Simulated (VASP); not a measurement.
Here is a VASP 6.6.1 calculation.

The input INCAR:

```
ALGO     = Normal         # electronic algorithm
EDIFF    = 1E-6           # SCF threshold, eV
ENCUT    = 600            # plane-wave cutoff, eV
GGA      = PS             # functional
GGA_COMPAT= F            
ISIF     = 2              # what is computed and relaxed
ISMEAR   = 0              # smearing method
LASPH    = T              # aspherical terms in the spheres
LCHARG   = T              # write CHGCAR
LELF     = T              # ELF
LREAL    = F              # projectors in reciprocal space
LVHAR    = T            
LWAVE    = F              # write WAVECAR
NBANDS   = 16             # bands
NELM     = 120            # most SCF steps
PREC     = Accurate       # precision mode
SIGMA    = 0.02           # smearing width, eV
```

File KPOINTS:

```
k-points
0
Gamma
  9 9 6
```

Contents of POSCAR:

```
C
1.0
    2.5237147988      0.0000000000      0.0000000000
   -1.2618573994      2.1856011277      0.0000000000
    0.0000000000      0.0000000000      4.2604429385
C
4
Direct
    0.3333333333      0.6666666667     -0.0004581971
    0.6666666667      0.3333333333      0.4995418029
    0.3333333333      0.6666666667      0.3744581971
    0.6666666667      0.3333333333      0.8744581971
```

Potentials or basis: VASP PAW PBE potentials, release 64 (C).

The run is started by

```console
$ cat potpaw_PBE.64/C/POTCAR > POTCAR
$ mpirun -np 1 vasp_std > vasp.out
```

Question: What does it give for the band gap on the k mesh?

Answer: 3.22 eV (least direct gap 4.81 eV).

Question: Predict the pressure.

Answer: -17.7 GPa.

Question: What does it give for the largest force?

Answer: 0.010 eV/Å.

Forces on the atoms (eV/Å):
```
C    0.000  0.000  0.010
C    0.000  0.000  0.010
C    0.000  0.000 -0.010
C    0.000  0.000 -0.010
```

Caveat: the cell differs from its parent crystal (strained cell); the stress differs along the axes, from -29 to -12 GPa; the PAW data sets were made with another functional, which shifts forces and pressure a little. A k mesh can miss the band edges.
